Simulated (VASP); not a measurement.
# BaTiO3 in VASP: notebook, part 2 of 2

VASP 6.6.1. Earlier steps stand in the parts before.

## (4) Single point, LDA+U

This run uses another cell than the first one, of 12.86 Å³/atom.

Input file INCAR:

```
PREC     = Accurate       # precision mode
ENCUT    = 600            # plane-wave cutoff, eV
EDIFF    = 1E-6           # SCF threshold, eV
ISMEAR   = -1             # smearing method
SIGMA    = 0.05           # smearing width, eV
LREAL    = F              # projectors in reciprocal space
LASPH    = T              # aspherical terms in the spheres
NELM     = 200            # most SCF steps
ALGO     = Normal         # electronic algorithm
ISIF     = 2              # what is computed and relaxed
LWAVE    = F              # write WAVECAR
LCHARG   = T              # write CHGCAR
LMAXMIX  = 4              # l up to which the mixer works
LDAU     = T              # DFT+U
LDAUTYPE = 2            
LDAUL    = -1 2 -1        # shell
LDAUU    = 0 5 0          # U, eV
LDAUJ    = 0 0 0        
LDAUPRINT= 1            
GGA      = CA             # functional
LVHAR    = T            
NBANDS   = 51             # bands
GGA_COMPAT= F            
KPAR     = 4
```

Input file KPOINTS:

```
regular mesh
0
Gamma
  7 7 4
```

Input file POSCAR:

```
BaTiO3
1.0
    3.9998000000      0.0000000000      0.0000000000
    0.0000000000      3.9998000000      0.0000000000
    0.0000000000      0.0000000000      8.0360000000
Ba Ti O
2 2 6
Direct
    0.9993338700      0.0014896700      0.0020579800
    0.0006661300      0.9985103300      0.4979420200
    0.4893534700      0.4978615600      0.2399223900
    0.5106465300      0.5021384400      0.7420776100
    0.5027900500      0.5020959900      0.0107726400
    0.4972099500      0.4979040100      0.5052273600
    0.5056745700      0.0016777200      0.2580984100
    0.4943254300      0.9983222800      0.7569015900
    0.0077650300      0.4997120000      0.2626403600
    0.9922349700      0.5002880000      0.7523596400
```

Potentials or basis: VASP PAW LDA potentials, release 64 (Ba_sv, Ti_sv, O).

Run with:

```
> cat potpaw_LDA.64/Ba_sv/POTCAR potpaw_LDA.64/Ti_sv/POTCAR potpaw_LDA.64/O/POTCAR > POTCAR
> mpirun -np 4 vasp_std > vasp.out
```

OUTCAR:

```text
PREC = Accurate
   ENCUT = 600
   EDIFF = 1E-6
   ISMEAR = -1
   LREAL = F
   LASPH = T
   NELM = 200
   ISIF = 2
   GGA = CA

 ion  position               nearest neighbor table
   1  0.999  0.001  0.002-   8 2.79   5 2.82   5 2.82   8 2.82  10 2.83  10 2.84   5 2.84   5 2.84
                             7 2.85   7 2.89   9 2.89   9 2.90   3 3.38   3 3.40   3 3.43   3 3.45
   2  0.001  0.999  0.498-   9 2.75   9 2.76   7 2.76   7 2.79   6 2.82   6 2.82   6 2.84   6 2.84
                            10 2.86  10 2.87   8 2.87   8 2.90   4 3.41   4 3.43   4 3.46   4 3.47
   3  0.489  0.498  0.240-   5 1.84   9 1.93   7 1.99   7 2.02   9 2.08   6 2.13   1 3.38   1 3.40
[... 1593 lines left out ...]

 VOLUME and BASIS-vectors are now :
 -----------------------------------------------------------------------------
  energy-cutoff  :      600.00
  volume of cell :      128.56
      direct lattice vectors                 reciprocal lattice vectors
     3.999800000  0.000000000  0.000000000     0.250012501  0.000000000  0.000000000
     0.000000000  3.999800000  0.000000000     0.000000000  0.250012501  0.000000000
     0.000000000  0.000000000  8.036000000     0.000000000  0.000000000  0.124440020

 POSITION                                       TOTAL-FORCE (eV/Angst)
 -----------------------------------------------------------------------------------
      3.99714      0.00596      0.01654        -0.021162     -0.035961     -0.232236
      0.00266      3.99384      4.00146         0.015656      0.037299      0.016623
      1.95732      1.99135      1.92802         0.367147      0.065071      1.887183
      2.04248      2.00845      5.96334        -0.378104     -0.067659     -0.028500
      2.01106      2.00828      0.08657        -0.054339     -0.041476     -1.128139
      1.98874      1.99152      4.06001         0.088868      0.051908      0.267782
      2.02260      0.00671      2.07408        -0.059731     -0.082749     -0.408186
      1.97720      3.99309      6.08246         0.052340      0.077798      0.021309
      0.03106      1.99875      2.11058        -0.296783      0.020806     -0.632295
      3.96874      2.00105      6.04596         0.286106     -0.025037      0.236457
 -----------------------------------------------------------------------------------
    total drift:                               -0.000009     -0.000086     -0.000459

  FREE ENERGIE OF THE ION-ELECTRON SYSTEM (eV)
  ---------------------------------------------------
  free  energy   TOTEN  =       -81.3485775203 eV

  energy  without entropy=      -81.3485775203  energy(sigma->0) =      -81.34857752
```

Wall time 6.8 min (4 MPI ranks of Oxide Virtual Turin-like, shared host); peak memory 0.65 GiB.

Results:

* Free energy: -81.3486 eV
* Pressure: -1.8 GPa
* Largest force: 1.924 eV/Å
* Band gap on the k mesh: 2.48 eV

Forces in eV/Å, atoms in the order of the input:
```
Ba  -0.021 -0.036 -0.232
Ba   0.016  0.037  0.017
Ti   0.367  0.065  1.887
Ti  -0.378 -0.068 -0.029
O   -0.054 -0.041 -1.128
O    0.089  0.052  0.268
O   -0.060 -0.083 -0.408
O    0.052  0.078  0.021
O   -0.297  0.021 -0.632
O    0.286 -0.025  0.236
```

Levels at points of the mesh, in eV from the valence-band top:
| k point | band 36 | band 37 | band 38 | band 39 | band 40 | band 41 | band 42 | band 43 | band 44 | band 45 |
| --- | --- | --- | --- | --- | --- | --- | --- | --- | --- | --- |
| (0.00, 0.00, 0.00) | -0.75 | -0.71 | -0.28 | -0.27 | -0.24 | 2.48 | 2.61 | 2.65 | 2.72 | 4.21 |
| (0.00, 0.00, 0.50) | -1.17 | -0.58 | -0.55 | -0.46 | -0.41 | 2.55 | 2.61 | 3.35 | 3.37 | 3.57 |

Eigenvalues of the final occupation matrices:
| site | spin | trace | eigenvalues |
| --- | --- | --- | --- |
| site 3 d | 1 | 0.81 | 0.10 0.11 0.11 0.23 0.25 |
| site 3 d | 2 | 0.81 | 0.10 0.11 0.11 0.23 0.25 |
| site 4 d | 1 | 0.79 | 0.10 0.11 0.11 0.24 0.24 |
| site 4 d | 2 | 0.79 | 0.10 0.11 0.11 0.24 0.24 |

Caveat: spin-orbit coupling is left out, which moves the levels of the heavy elements; forces of over 1 eV/Å act on the atoms, so gaps and moduli don't describe the material at rest. A k mesh can miss the band edges.

## (5) Summary

```csv
level,potentials or basis,U,cell,cutoff (eV),gap on the mesh (eV),pressure (GPa),largest force (eV/Å)
LDA,"VASP PAW LDA potentials, release 64 (Ba_sv, Ti_sv, O)",-,"a = 3.945, b = 3.944, c = 7.891 Å, angles 89.9°, 10 atoms, atomic positions A",600,2.12,2.3,0.09
PBEsol+U,"VASP PAW PBE potentials, release 64 (Ba_sv, Ti_sv, O)",Ti d U = 1.0 eV,"a = 3.966, b = 3.966, c = 8.048 Å, 10 atoms, atomic positions B",520,2.09,2.5,0.17
LDA+U,"VASP PAW LDA potentials, release 64 (Ba_sv, Ti_sv, O)",Ti d U = 5.0 eV,"a = 4.000, b = 4.000, c = 8.036 Å, 10 atoms, atomic positions C",600,2.48,-1.8,1.92
```

Alike in all rows: task single point; no spin polarisation; k mesh 7 × 7 × 4; smearing fermi-dirac 0.05 eV.

Caveats: spin-orbit coupling is left out, which moves the levels of the heavy elements; the PAW data sets were made with another functional, which shifts forces and pressure a little (at least some runs); forces of over 1 eV/Å act on the atoms, so gaps and moduli don't describe the material at rest (at least some runs).

Total energies depend on the potentials used, so only differences within one code and one set of settings carry meaning.
